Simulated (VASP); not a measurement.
# KF (Fm-3m) in VASP: settings compared

KF is run at these levels: PBE, LDA, PBEsol; tasks: single point.

Everything below comes from runs of VASP 6.6.1. Logs are shortened: lines on timing, memory, paths and dates and some standing lists are left out, and cuts for length are marked.

## (1) The cell of the first run

It takes space group Fm-3m (No. 225, cubic). The conventional cell has a = 5.309 Å, b = 5.309 Å, c = 5.309 Å, α = 90.00°, β = 90.00°, γ = 90.00°. Within 3.5 Å of K (site symmetry m-3m) lie 6 F at 2.65 Å. Within 3.5 Å of F (site symmetry m-3m) lie 6 K at 2.65 Å.

## (2) Single point, PBE

Contents of INCAR:

```
PREC = Accurate
ENCUT = 600
EDIFF = 1E-6
ISMEAR = 1
SIGMA = 0.0027
LREAL = False
LASPH = True
NELM = 120
ALGO = Normal
ISIF = 2
LWAVE = False
LCHARG = False
GGA = PE
NBANDS = 15
GGA_COMPAT = False
```

Contents of KPOINTS:

```
Automatic mesh
0
Gamma
  8 8 8
```

Contents of POSCAR:

```
KF
1.0
    0.0000000000      2.6544134050      2.6544134050
    2.6544134050      0.0000000000      2.6544134050
    2.6544134050      2.6544134050      0.0000000000
K F
1 1
Direct
    0.0000000000      0.0000000000      0.0000000000
    0.5000000000      0.5000000000      0.5000000000
```

Potentials or basis: VASP PAW PBE potentials, release 64 (K_sv, F).

Launch:

```bash
$ cat potpaw_PBE.64/K_sv/POTCAR potpaw_PBE.64/F/POTCAR > POTCAR
$ mpirun -np 1 vasp_std > vasp.out
```

OUTCAR:

```text
PREC = Accurate
   ENCUT = 600
   EDIFF = 1E-6
   ISMEAR = 1
   LREAL = False
   LASPH = True
   NELM = 120
   ISIF = 2
   GGA = PE

 ion  position               nearest neighbor table
   1  0.000  0.000  0.000-   2 2.65   2 2.65   2 2.65   2 2.65   2 2.65   2 2.65
   2  0.500  0.500  0.500-   1 2.65   1 2.65   1 2.65   1 2.65   1 2.65   1 2.65

  LATTYP: Found a face centered cubic cell.
 ALAT       =     5.3088268100

  Lattice vectors:

 A1 = (   0.0000000000,   2.6544134050,   2.6544134050)
 A2 = (   2.6544134050,   0.0000000000,   2.6544134050)
 A3 = (   2.6544134050,   2.6544134050,   0.0000000000)

Analysis of symmetry for initial positions (statically):
=====================================================================
 Subroutine PRICEL returns:
 Original cell was already a primitive cell.

 Routine SETGRP: Setting up the symmetry group for a
 face centered cubic supercell.

 Subroutine GETGRP returns: Found 48 space group operations
 (whereof 48 operations were pure point group operations)
 out of a pool of 48 trial point group operations.

The static configuration has the point symmetry O_h .

Analysis of symmetry for dynamics (positions and initial velocities):
=====================================================================
 Subroutine PRICEL returns:
 Original cell was already a primitive cell.

 Routine SETGRP: Setting up the symmetry group for a
 face centered cubic supercell.

 Subroutine GETGRP returns: Found 48 space group operations
 (whereof 48 operations were pure point group operations)
 out of a pool of 48 trial point group operations.

The dynamic configuration has the point symmetry O_h .

 Subroutine INISYM returns: Found 48 space group operations
 (whereof 48 operations are pure point group operations),
 and found     1 'primitive' translations

----------------------------------------------------------------------------------------

                                     Primitive cell

  volume of cell :      37.4055

  direct lattice vectors                    reciprocal lattice vectors
     0.000000000  2.654413405  2.654413405    -0.188365535  0.188365535  0.188365535
     2.654413405  0.000000000  2.654413405     0.188365535 -0.188365535  0.188365535
     2.654413405  2.654413405  0.000000000     0.188365535  0.188365535 -0.188365535

  length of vectors
     3.753907437  3.753907437  3.753907437     0.326258676  0.326258676  0.326258676

  position of ions in fractional coordinates (direct lattice)
     0.000000000  0.000000000  0.000000000
     0.500000000  0.500000000  0.500000000

  ion indices of the primitive-cell ions
   primitive index   ion index
                 1           1
                 2           2

[... 86 lines left out ...]
   ISMEAR =     1;   SIGMA  =   0.00  broadening in eV -4-tet -1-fermi 0-gaus
   EFERMI_NEDOS =   21; number of points for ismear=-14 and -15
   IALGO  =     38    algorithm
   IMIX   =      4    mixing-type and parameters
     AMIX     =   0.40;   BMIX     =  1.00
     AMIX_MAG =   1.60;   BMIX_MAG =  1.00
  volume/ion in A,a.u.               =      18.70       126.21
  Fermi-wavevector in a.u.,A,eV,Ry     =   1.233492  2.330962 20.701292  1.521502
  Thomas-Fermi vector in A             =   2.368220
   LORBIT       =      0    0 simple, 1 ext, 2 COOP (PROOUT), +10 PAW based schemes
   GGA     = PE    functional components
   LHFCALC =     F    Hartree Fock is set to
   AEXX    =    0.0000 exact exchange contribution
   IVDW    =     0    specifies the selected vdW correction
   LEPSILON=     F    determine dielectric tensor
   LRPA    =     F    only Hartree local field effects (RPA)
 non-spin polarized calculation
 Methfessel and Paxton  Order N= 1 SIGMA  =   0.00
  energy-cutoff  :      600.00
  volume of cell :       37.41
 maximum number of plane-waves:      1283
 NGX is ok and might be reduce to    30
   NGX = 15   NGY = 15   NGZ = 15

 number of electron      16.0000003 magnetization

 Free energy of the ion-electron system (eV)
  ---------------------------------------------------
  ext. energy  EPLUGINS =         0.00000000
  ---------------------------------------------------
  free energy    TOTEN  =        -8.28272284 eV

  energy without entropy =       -8.28272284  energy(sigma->0) =       -8.28272284

 E-fermi :  -2.7083     XC(G=0):  -8.4931

 val. band max:       -2.7530525739   @ k =   0.0000   0.0000   0.0000
 cond. band min:       3.5183882948   @ k =   0.0000   0.0000   0.0000
 fundamental gap:      6.2714408687
 Fermi energy:        -2.7083262238

 k-point     1 :       0.0000    0.0000    0.0000
  band No.  band energies     occupation
      1     -28.8350      2.00000
      2     -21.4207      2.00000
      3     -12.0710      2.00000
      4     -12.0710      2.00000
      5     -12.0710      2.00000
      6      -2.7531      2.00000
      7      -2.7531      2.00000
      8      -2.7531      2.00000
      9       3.5184      0.00000
     10       7.9825      0.00000
     11       7.9825      0.00000
     12       7.9825      0.00000
     13       9.6808      0.00000
     14       9.6808      0.00000
[... 401 lines left out ...]
      2     -21.4938      2.00000
      3     -12.4081      2.00000
      4     -12.3004      2.00000
      5     -12.1466      2.00000
      6      -3.3360      2.00000
      7      -3.0406      2.00000
      8      -3.0137      2.00000
      9       6.7253      0.00000
     10       7.4369      0.00000
     11       9.0371      0.00000
     12      10.0715      0.00000
     13      11.3515      0.00000
     14      12.4336      0.00000
     15      12.7255      0.00000

 [... further k-points ...]

------------------------ aborting loop because EDIFF is reached ----------------------------------------

  FORCE on cell =-STRESS in cart. coord.  units (eV):
  Direction    XX          YY          ZZ          XY          YZ          ZX
  --------------------------------------------------------------------------------------
  -------------------------------------------------------------------------------------
  Total        0.4980213      0.4980213      0.4980213      0.0000000      0.0000000      0.0000000
  in kB       21.3315708     21.3315708     21.3315708      0.0000000      0.0000000      0.0000000
  external PRESSURE =      21.3315708 kB  Pullay stress =       0.0000000 kB

 VOLUME and BASIS-vectors are now :
 -----------------------------------------------------------------------------
  energy-cutoff  :      600.00
  volume of cell :       37.41
      direct lattice vectors                 reciprocal lattice vectors
     0.000000000  2.654413405  2.654413405    -0.188365535  0.188365535  0.188365535
     2.654413405  0.000000000  2.654413405     0.188365535 -0.188365535  0.188365535
     2.654413405  2.654413405  0.000000000     0.188365535  0.188365535 -0.188365535

 POSITION                                       TOTAL-FORCE (eV/Angst)
 -----------------------------------------------------------------------------------
      0.00000      0.00000      0.00000         0.000000     -0.000000     -0.000000
      2.65441      2.65441      2.65441        -0.000000      0.000000      0.000000
 -----------------------------------------------------------------------------------
    total drift:                                0.000000      0.000000      0.000000

  FREE ENERGIE OF THE ION-ELECTRON SYSTEM (eV)
  ---------------------------------------------------
  free  energy   TOTEN  =        -8.2827228429 eV

  energy  without entropy=       -8.2827228429  energy(sigma->0) =       -8.28272284
```

stdout:

```text
POSCAR found type information on POSCAR K F
 POSCAR found :  2 types and       2 ions
 scaLAPACK will be used
 LDA part: xc-table for (Slater+PW92), standard interpolation
 POSCAR, INCAR and KPOINTS ok, starting setup
 FFT: planning ... GRIDC
 FFT: planning ... GRID_SOFT
 FFT: planning ... GRID
 WAVECAR not read
 entering main loop
```

Run time: 37 s. Hardware: 1 thread of Intel Xeon 8259CL, shared host; peak memory 0.15 GiB.

Results:

```
Free energy            : -8.2827 eV
Pressure               : 2.1 GPa
Band gap on the k mesh : 6.27 eV
```

A k mesh can miss the band edges.

## (3) Single point, PBE

Contents of INCAR:

```
PREC = Accurate
ENCUT = 600
EDIFF = 1E-6
ISMEAR = -4
SIGMA = 0.1
LREAL = False
LASPH = True
NELM = 120
ALGO = Normal
ISIF = 2
LWAVE = False
LCHARG = True
GGA = PE
LELF = True
LVHAR = True
NBANDS = 15
GGA_COMPAT = False
```

KPOINTS is that of step 2.

Contents of POSCAR:

```
KF
1.0
    0.0000000000      2.6544134050      2.6544134050
    2.6544134050      0.0000000000      2.6544134050
    2.6544134050      2.6544134050      0.0000000000
K F
1 1
Direct
    0.4620000000      0.3030000000      0.5900000000
    0.9620000000      0.8030000000      1.0900000000
```

Potentials or basis: VASP PAW PBE potentials, release 64 (K_sv, F).

Launch:

```bash
$ cat potpaw_PBE.64/K_sv/POTCAR potpaw_PBE.64/F/POTCAR > POTCAR
$ mpirun -np 1 vasp_std > vasp.out
```

OUTCAR:

```text
PREC = Accurate
   ENCUT = 600
   EDIFF = 1E-6
   ISMEAR = -4
   LREAL = False
   LASPH = True
   NELM = 120
   ISIF = 2
   GGA = PE

 ion  position               nearest neighbor table
   1  0.462  0.303  0.590-   2 2.65   2 2.65   2 2.65   2 2.65   2 2.65   2 2.65
   2  0.962  0.803  0.090-   1 2.65   1 2.65   1 2.65   1 2.65   1 2.65   1 2.65

  LATTYP: Found a face centered cubic cell.
 ALAT       =     5.3088268100

  Lattice vectors:

[... 623 lines left out ...]

------------------------ aborting loop because EDIFF is reached ----------------------------------------

  FORCE on cell =-STRESS in cart. coord.  units (eV):
  Direction    XX          YY          ZZ          XY          YZ          ZX
  --------------------------------------------------------------------------------------
  -------------------------------------------------------------------------------------
  Total        0.4985957      0.4985957      0.4985957      0.0000000      0.0000000      0.0000000
  in kB       21.3561721     21.3561721     21.3561721      0.0000000      0.0000000      0.0000000
  external PRESSURE =      21.3561721 kB  Pullay stress =       0.0000000 kB

 VOLUME and BASIS-vectors are now :
 -----------------------------------------------------------------------------
  energy-cutoff  :      600.00
  volume of cell :       37.41
      direct lattice vectors                 reciprocal lattice vectors
     0.000000000  2.654413405  2.654413405    -0.188365535  0.188365535  0.188365535
     2.654413405  0.000000000  2.654413405     0.188365535 -0.188365535  0.188365535
     2.654413405  2.654413405  0.000000000     0.188365535  0.188365535 -0.188365535

 POSITION                                       TOTAL-FORCE (eV/Angst)
 -----------------------------------------------------------------------------------
      2.37039      2.79244      2.03063         0.000000      0.000000      0.000000
      2.37039      2.79244      4.68504        -0.000000     -0.000000     -0.000000
 -----------------------------------------------------------------------------------
    total drift:                                0.000071     -0.000002      0.000001

  FREE ENERGIE OF THE ION-ELECTRON SYSTEM (eV)
  ---------------------------------------------------
  free  energy   TOTEN  =        -8.2827228588 eV

  energy  without entropy=       -8.2827228588  energy(sigma->0) =       -8.28272286
```

stdout:

```text
POSCAR found type information on POSCAR K F
 POSCAR found :  2 types and       2 ions
 scaLAPACK will be used
 LDA part: xc-table for (Slater+PW92), standard interpolation
 POSCAR, INCAR and KPOINTS ok, starting setup
 FFT: planning ... GRIDC
 FFT: planning ... GRID_SOFT
 FFT: planning ... GRID
 WAVECAR not read
 entering main loop
```

Wall time 40 s (1 thread of Intel Xeon 8259CL, shared host); peak memory 0.15 GiB.

Results:

```yaml
Free_energy: -8.2827 eV
Pressure: 2.1 GPa
Band_gap_on_the_k_mesh: 6.27 eV
```

[end of part 1 of 2]
